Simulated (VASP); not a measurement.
# TiB2 (P6/mmm) in VASP: further runs, part 2 of 2

VASP 6.6.1. Earlier steps stand in the parts before.

## Step 4: Single point, PBE0

POSCAR reads:

```
TiB2
1.0
    3.0292000000      0.0000000000      0.0000000000
   -1.5146000000      2.6233641531      0.0000000000
    0.0000000000      0.0000000000      3.2284000000
Ti B
1 2
Direct
    0.0000000000      0.0000000000      0.0000000000
    0.6666666667      0.3333333333      0.5000000000
    0.3333333333      0.6666666667      0.5000000000
```

INCAR.step1 reads:

```
  PREC = Accurate
  ENCUT = 520
  EDIFF = 1E-5
  ISMEAR = -1
  SIGMA = 0.05
  LREAL = F
  LASPH = T
  NELM = 80
  ALGO = Normal
  ISIF = 2
  LWAVE = T
  LCHARG = F
  NBANDS = 16
  GGA = PE
```

INCAR.step2 reads:

```
  PREC = Accurate
  ENCUT = 520
  EDIFF = 1E-6
  ISMEAR = -1
  SIGMA = 0.05
  LREAL = F
  LASPH = T
  NELM = 80
  ALGO = Normal
  ISIF = 2
  LWAVE = F
  LCHARG = F
  GGA = PE
  LHFCALC = T
  AEXX = 0.25
  PRECFOCK = Normal
  NBANDS = 16
  ISTART = 1
```

KPOINTS reads:

```
regular mesh
0
Gamma
  5 5 4
```

Potentials or basis: VASP PAW PBE potentials, release 64 (Ti_sv, B).

The run is started by

```console
cat potpaw_PBE.64/Ti_sv/POTCAR potpaw_PBE.64/B/POTCAR > POTCAR
cp INCAR.step1 INCAR
mpirun -np 1 vasp_std > vasp.out
cp INCAR.step2 INCAR
mpirun -np 1 vasp_std > vasp.out
```

OUTCAR:

```text
PREC = Accurate
   ENCUT = 520
   EDIFF = 1E-6
   ISMEAR = -1
   LREAL = F
   LASPH = T
   NELM = 80
   ISIF = 2
   GGA = PE
   LHFCALC = T
   AEXX = 0.25
   PRECFOCK = Normal
   ISTART = 1

 ion  position               nearest neighbor table
   1  0.000  0.000  0.000-   2 2.38   3 2.38   2 2.38   3 2.38   3 2.38   3 2.38   2 2.38   2 2.38
                             2 2.38   2 2.38   3 2.38   3 2.38
   2  0.667  0.333  0.500-   3 1.75   3 1.75   3 1.75   1 2.38   1 2.38   1 2.38   1 2.38   1 2.38
                             1 2.38
   3  0.333  0.667  0.500-   2 1.75   2 1.75   2 1.75   1 2.38   1 2.38   1 2.38   1 2.38   1 2.38
                             1 2.38

  LATTYP: Found a hexagonal cell.
 ALAT       =     3.0292000000
 C/A-ratio  =     1.0657599366

  Lattice vectors:

 A1 = (   3.0292000000,   0.0000000000,   0.0000000000)
 A2 = (  -1.5146000000,   2.6233641531,   0.0000000000)
 A3 = (   0.0000000000,   0.0000000000,   3.2284000000)

Analysis of symmetry for initial positions (statically):
=====================================================================
 Subroutine PRICEL returns:
 Original cell was already a primitive cell.

 Routine SETGRP: Setting up the symmetry group for a
 hexagonal supercell.

 Subroutine GETGRP returns: Found 24 space group operations
 (whereof 24 operations were pure point group operations)
 out of a pool of 24 trial point group operations.

The static configuration has the point symmetry D_6h.

Analysis of symmetry for dynamics (positions and initial velocities):
=====================================================================
 Subroutine PRICEL returns:
 Original cell was already a primitive cell.

[... 121 lines left out ...]
  Fermi-wavevector in a.u.,A,eV,Ry     =   1.454703  2.748990 28.792122  2.116161
  Thomas-Fermi vector in A             =   2.571823
   LORBIT       =      0    0 simple, 1 ext, 2 COOP (PROOUT), +10 PAW based schemes
   GGA     = PE    functional components
   LHFCALC =     T    Hartree Fock is set to
   PRECFOCK=normal    Normal, Fast or Accurate (Low or Medium for compatibility)
   ENCUT4O =  -1.0   cutoff for four orbital integrals eV
   NKREDX  =     1    reduce k-point grid by
   NKREDY  =     1    reduce k-point grid by
   NKREDZ  =     1    reduce k-point grid by
   AEXX    =    0.2500 exact exchange contribution
   HFSCREEN=    0.0000 screening length (either q_TF or 0.3 A-1)
   HFSCREENC=   0.0000 screening length for correlation (either q_TF or 0.3 A-1)
   ENCUTFOCK=  -1.0 apply spherical cutoff to Coloumb kernel
   IVDW    =     0    specifies the selected vdW correction
   LEPSILON=     F    determine dielectric tensor
   LRPA    =     F    only Hartree local field effects (RPA)
 non-spin polarized calculation
  energy-cutoff  :      520.00
  volume of cell :       25.66
 maximum number of plane-waves:       721
 NGX is ok and might be reduce to    24
  NGX = 18; NGY = 18; NGZ = 20

 number of electron      18.0000002 magnetization

 Free energy of the ion-electron system (eV)
  ---------------------------------------------------
  ext. energy  EPLUGINS =         0.00000000
  ---------------------------------------------------
  free energy    TOTEN  =       -29.51958405 eV

  energy without entropy =      -29.51688010  energy(sigma->0) =      -29.51823207

 E-fermi :  10.2705     XC(G=0): -10.0250

 val. band max:        9.7335750964   @ k =   0.0000   0.0000   0.5000
 cond. band min:      10.3509640874   @ k =   0.4000   0.2000   0.0000
 fundamental gap:      0.6173889910
 Fermi energy:        10.2704947753

 k-point     1 :       0.0000    0.0000    0.0000
  band No.  band energies     occupation
      1     -52.2516      2.00000
      2     -26.9592      2.00000
      3     -26.6327      2.00000
      4     -26.6327      2.00000
      5      -5.8433      2.00000
      6       6.5234      2.00000
[... 262 lines left out ...]
      3     -27.0039      2.00000
      4     -26.8085      2.00000
      5      -1.1333      2.00000
      6       0.5583      2.00000
[... 8 lines left out ...]
     15      18.8685      0.00000
     16      19.6151      0.00000

------------------------ aborting loop because EDIFF is reached ----------------------------------------

  FORCE on cell =-STRESS in cart. coord.  units (eV):
  Direction    XX          YY          ZZ          XY          YZ          ZX
  --------------------------------------------------------------------------------------
  -------------------------------------------------------------------------------------
  Total       -0.6044366     -0.6044366     -1.2788101      0.0000000     -0.0000000      0.0000000
  in kB      -37.7474377    -37.7474377    -79.8624764      0.0000000     -0.0000000      0.0000000
  external PRESSURE =     -51.7857839 kB  Pullay stress =       0.0000000 kB

 VOLUME and BASIS-vectors are now :
 -----------------------------------------------------------------------------
  energy-cutoff  :      520.00
  volume of cell :       25.66
      direct lattice vectors                 reciprocal lattice vectors
     3.029200000  0.000000000  0.000000000     0.330120164  0.190594965  0.000000000
    -1.514600000  2.623364153  0.000000000     0.000000000  0.381189931  0.000000000
     0.000000000  0.000000000  3.228400000     0.000000000  0.000000000  0.309750960

 POSITION                                       TOTAL-FORCE (eV/Angst)
 -----------------------------------------------------------------------------------
      0.00000      0.00000      0.00000        -0.000000      0.000000      0.000000
      1.51460      0.87445      1.61420         0.000000      0.000000      0.000000
     -0.00000      1.74891      1.61420        -0.000000      0.000000     -0.000000
 -----------------------------------------------------------------------------------
    total drift:                               -0.000000     -0.000000      0.000000

  FREE ENERGIE OF THE ION-ELECTRON SYSTEM (eV)
  ---------------------------------------------------
  free  energy   TOTEN  =       -29.5195840481 eV

  energy  without entropy=      -29.5168800961  energy(sigma->0) =      -29.51823207
```

OUTCAR.step1:

```text
PREC = Accurate
   ENCUT = 520
   EDIFF = 1E-5
   ISMEAR = -1
   LREAL = F
   LASPH = T
[... 501 lines left out ...]
      0.00000      0.00000      0.00000        -0.000000      0.000000      0.000000
      1.51460      0.87445      1.61420        -0.000000     -0.000000      0.000000
     -0.00000      1.74891      1.61420         0.000000      0.000000     -0.000000
 -----------------------------------------------------------------------------------
    total drift:                               -0.000000      0.000000      0.000000

  FREE ENERGIE OF THE ION-ELECTRON SYSTEM (eV)
  ---------------------------------------------------
  free  energy   TOTEN  =       -24.4070912347 eV

  energy  without entropy=      -24.4029071067  energy(sigma->0) =      -24.40499917
```

OSZICAR.step1:

```text
N       E                     dE             d eps       ncg     rms          rms(c)
DAV:   1     0.123897525029E+03    0.12390E+03   -0.90733E+03   480   0.128E+03
DAV:   2    -0.221295705679E+02   -0.14603E+03   -0.14080E+03   528   0.348E+02
DAV:   3    -0.294599615439E+02   -0.73304E+01   -0.72140E+01   688   0.740E+01
DAV:   4    -0.295959860452E+02   -0.13602E+00   -0.13587E+00   592   0.915E+00
DAV:   5    -0.295999308423E+02   -0.39448E-02   -0.39447E-02   696   0.113E+00    0.166E+01
DAV:   6    -0.244115755558E+02    0.51884E+01   -0.20335E+01   672   0.483E+01    0.371E+00
DAV:   7    -0.244050912700E+02    0.64843E-02   -0.10549E+00   520   0.117E+01    0.329E+00
DAV:   8    -0.244077904126E+02   -0.26991E-02   -0.76914E-02   736   0.226E+00    0.823E-01
DAV:   9    -0.244075463632E+02    0.24405E-03   -0.32126E-02   584   0.229E+00    0.250E-01
DAV:  10    -0.244071039908E+02    0.44237E-03   -0.30806E-03   624   0.665E-01    0.723E-02
DAV:  11    -0.244070986025E+02    0.53883E-05   -0.31215E-04   656   0.183E-01    0.578E-02
DAV:  12    -0.244070912347E+02    0.73678E-05   -0.61215E-05   544   0.962E-02
   1 F= -.24407091E+02 E0= -.24404999E+02  d E =-.418413E-02
```

It took 19 min on 1 thread of Intel Xeon Platinum 8259CL at 2.50GHz (Skylake/Cascade Lake), shared host; peak memory 0.15 GiB.

What came out:

- Free energy: -29.5196 eV
- Pressure: -5.2 GPa
- Band gap on the k mesh: zero (bands 9 and 10 overlap by 1.37 eV)

Levels at points of the mesh, in eV from the Fermi level:
```csv
k point,band 5,band 6,band 7,band 8,band 9,band 10,band 11,band 12,band 13,band 14
"(0.00, 0.00, 0.00)",-16.11,-3.75,-3.75,-3.47,-3.00,2.70,2.70,4.64,4.64,6.53
"(0.00, 0.00, 0.50)",-13.96,-9.59,-1.33,-1.33,-0.54,-0.54,0.83,0.83,2.54,7.43
```

Caveat: the k points lie up to 0.49 Å⁻¹ apart, too coarse for converged energies and pressures of a metal; the PAW data sets were made with another functional, which shifts forces and pressure a little.

## Step 5: Single point, PBEsol-based global hybrid with 25 % exact exchange

POSCAR is that of step 4.

INCAR.step1 reads:

```
SYSTEM = TiB2
  PREC = Accurate
  ENCUT = 520
  EDIFF = 1E-5
  ISMEAR = -1
  SIGMA = 0.05
  LREAL = .False.
  LASPH = .True.
  NELM = 60
  ALGO = Normal
  ISIF = 2
  LWAVE = .True.
  NBANDS = 16
  GGA = PE
```

INCAR.step2 reads:

```
SYSTEM = TiB2
  PREC = Accurate
  ENCUT = 520
  EDIFF = 1E-6
  ISMEAR = -1
  SIGMA = 0.05
  LREAL = .False.
  LASPH = .True.
  NELM = 60
  ALGO = Normal
  ISIF = 2
  LWAVE = .False.
  LCHARG = .True.
  GGA = PS
  LHFCALC = .True.
  AEXX = 0.25
  PRECFOCK = Normal
  LELF = .True.
  LVHAR = .True.
  NBANDS = 16
  ISTART = 1
```

KPOINTS reads:

```
regular mesh
0
Gamma
  5 5 4
  0 0 0
```

Potentials or basis: VASP PAW PBE potentials, release 64 (Ti_sv, B).

The run is started by

```console
cat potpaw_PBE.64/Ti_sv/POTCAR potpaw_PBE.64/B/POTCAR > POTCAR
cp INCAR.step1 INCAR
mpirun -np 1 vasp_std > vasp.out
cp INCAR.step2 INCAR
mpirun -np 1 vasp_std > vasp.out
```

OUTCAR:

```text
SYSTEM = TiB2
   PREC = Accurate
   ENCUT = 520
   EDIFF = 1E-6
   ISMEAR = -1
   LREAL = .False.
   LASPH = .True.
   NELM = 60
   ISIF = 2
   GGA = PS
   LHFCALC = .True.
   AEXX = 0.25
   PRECFOCK = Normal
   ISTART = 1

 ion  position               nearest neighbor table
   1  0.000  0.000  0.000-   2 2.38   3 2.38   2 2.38   3 2.38   3 2.38   3 2.38   2 2.38   2 2.38
                             2 2.38   2 2.38   3 2.38   3 2.38
   2  0.667  0.333  0.500-   3 1.75   3 1.75   3 1.75   1 2.38   1 2.38   1 2.38   1 2.38   1 2.38
                             1 2.38
   3  0.333  0.667  0.500-   2 1.75   2 1.75   2 1.75   1 2.38   1 2.38   1 2.38   1 2.38   1 2.38
                             1 2.38

  LATTYP: Found a hexagonal cell.
 ALAT       =     3.0292000000
 C/A-ratio  =     1.0657599366

  Lattice vectors:

 A1 = (   3.0292000000,   0.0000000000,   0.0000000000)
 A2 = (  -1.5146000000,   2.6233641531,   0.0000000000)
 A3 = (   0.0000000000,   0.0000000000,   3.2284000000)

Analysis of symmetry for initial positions (statically):
[... 169 lines left out ...]
  free energy    TOTEN  =       -30.42021809 eV

  energy without entropy =      -30.41751419  energy(sigma->0) =      -30.41886614

 E-fermi :  10.1852     XC(G=0): -10.0950

 val. band max:        9.6428419931   @ k =   0.0000   0.0000   0.5000
 cond. band min:      10.2657191648   @ k =   0.4000   0.2000   0.0000
 fundamental gap:      0.6228771717
 Fermi energy:        10.1852495806

 k-point     1 :       0.0000    0.0000    0.0000
  band No.  band energies     occupation
      1     -52.1310      2.00000
      2     -26.9262      2.00000
      3     -26.5950      2.00000
      4     -26.5950      2.00000
      5      -5.8781      2.00000
      6       6.4495      2.00000
[... 262 lines left out ...]
      3     -26.9712      2.00000
      4     -26.7732      2.00000
      5      -1.1767      2.00000
      6       0.5121      2.00000
[... 8 lines left out ...]
     15      18.7746      0.00000
     16      19.5554      0.00000

------------------------ aborting loop because EDIFF is reached ----------------------------------------

  FORCE on cell =-STRESS in cart. coord.  units (eV):
  Direction    XX          YY          ZZ          XY          YZ          ZX
  --------------------------------------------------------------------------------------
  -------------------------------------------------------------------------------------
  Total       -1.1369190     -1.1369190     -1.9772897      0.0000000     -0.0000000      0.0000000
  in kB      -71.0012897    -71.0012897   -123.4829554      0.0000000     -0.0000000      0.0000000
  external PRESSURE =     -88.4951783 kB  Pullay stress =       0.0000000 kB

 VOLUME and BASIS-vectors are now :
 -----------------------------------------------------------------------------
  energy-cutoff  :      520.00
  volume of cell :       25.66
      direct lattice vectors                 reciprocal lattice vectors
     3.029200000  0.000000000  0.000000000     0.330120164  0.190594965  0.000000000
    -1.514600000  2.623364153  0.000000000     0.000000000  0.381189931  0.000000000
     0.000000000  0.000000000  3.228400000     0.000000000  0.000000000  0.309750960

 POSITION                                       TOTAL-FORCE (eV/Angst)
 -----------------------------------------------------------------------------------
      0.00000      0.00000      0.00000         0.000000      0.000000     -0.000000
      1.51460      0.87445      1.61420        -0.000000      0.000000     -0.000000
     -0.00000      1.74891      1.61420         0.000000      0.000000      0.000000
 -----------------------------------------------------------------------------------
    total drift:                               -0.000000     -0.000000      0.000000

  FREE ENERGIE OF THE ION-ELECTRON SYSTEM (eV)
  ---------------------------------------------------
  free  energy   TOTEN  =       -30.4202180871 eV

  energy  without entropy=      -30.4175141908  energy(sigma->0) =      -30.41886614
```

OSZICAR.step1:

```text
N       E                     dE             d eps       ncg     rms          rms(c)
DAV:   1     0.123897525029E+03    0.12390E+03   -0.90733E+03   480   0.128E+03
DAV:   2    -0.221295705679E+02   -0.14603E+03   -0.14080E+03   528   0.348E+02
DAV:   3    -0.294599615439E+02   -0.73304E+01   -0.72140E+01   688   0.740E+01
DAV:   4    -0.295959860452E+02   -0.13602E+00   -0.13587E+00   592   0.915E+00
DAV:   5    -0.295999308423E+02   -0.39448E-02   -0.39447E-02   696   0.113E+00    0.166E+01
DAV:   6    -0.244115755558E+02    0.51884E+01   -0.20335E+01   672   0.483E+01    0.371E+00
DAV:   7    -0.244050912700E+02    0.64843E-02   -0.10549E+00   520   0.117E+01    0.329E+00
DAV:   8    -0.244077904126E+02   -0.26991E-02   -0.76914E-02   736   0.226E+00    0.823E-01
DAV:   9    -0.244075463632E+02    0.24405E-03   -0.32126E-02   584   0.229E+00    0.250E-01
DAV:  10    -0.244071039908E+02    0.44237E-03   -0.30806E-03   624   0.665E-01    0.723E-02
DAV:  11    -0.244070986025E+02    0.53883E-05   -0.31215E-04   656   0.183E-01    0.578E-02
DAV:  12    -0.244070912347E+02    0.73678E-05   -0.61215E-05   544   0.962E-02
   1 F= -.24407091E+02 E0= -.24404999E+02  d E =-.418413E-02
```

It took 12 min on 1 thread of Intel Xeon Platinum 8259CL at 2.50GHz (Skylake/Cascade Lake), shared host; peak memory 0.15 GiB.

What came out:

```
Free energy            : -30.4202 eV
Pressure               : -8.8 GPa
Band gap on the k mesh : zero (bands 9 and 10 overlap by 1.38 eV)
```

Levels at points of the mesh, in eV from the Fermi level:
```
           k point  band 6  band 7  band 8  band 9  band 10  band 11  band 12  band 13
(0.00, 0.00, 0.00)   -3.74   -3.74   -3.44   -3.01     2.70     2.70     4.66     4.66
(0.00, 0.00, 0.50)   -9.56   -1.30   -1.30   -0.54    -0.54     0.82     0.82     2.54
```

Caveat: the k points lie up to 0.49 Å⁻¹ apart, too coarse for converged energies and pressures of a metal; the PAW data sets were made with another functional, which shifts forces and pressure a little.

## Step 6: Overview

```tsv
level	potentials or basis	U	k mesh	cutoff (eV)	grid for exact exchange (PRECFOCK)	share of exact exchange	gap on the mesh (eV)	pressure (GPa)
LDA+U	VASP PAW LDA potentials, release 64 (Ti_sv, B_h)	Ti d U = 5.0 eV	10 × 10 × 8	1230	-	-	none	-0.6
LDA+U	VASP PAW LDA potentials, release 64 (Ti_sv, B_h)	Ti d U = 4.0 eV	10 × 10 × 8	1230	-	-	none	-2.7
PBE0	VASP PAW PBE potentials, release 64 (Ti_sv, B)	-	5 × 5 × 4	520	Normal	0.25	none	-5.2
PBEsol-based global hybrid with 25 % exact exchange	VASP PAW PBE potentials, release 64 (Ti_sv, B)	-	5 × 5 × 4	520	Normal	0.25	none	-8.8
```

Alike in all rows: task single point; no spin polarisation; cell as given; smearing fermi-dirac 0.05 eV.

Caveats: some runs use coarse meshes; U without spin polarisation on a metal has little footing (at least some runs); the U is typed as a test and isn't derived for this compound (at least some runs); the PAW data sets were made with another functional, which shifts forces and pressure a little (at least some runs).

Absolute energies hang on the potentials; compare differences alone.

The gap in the log of VASP goes by the Fermi energy; the results here count the filled bands.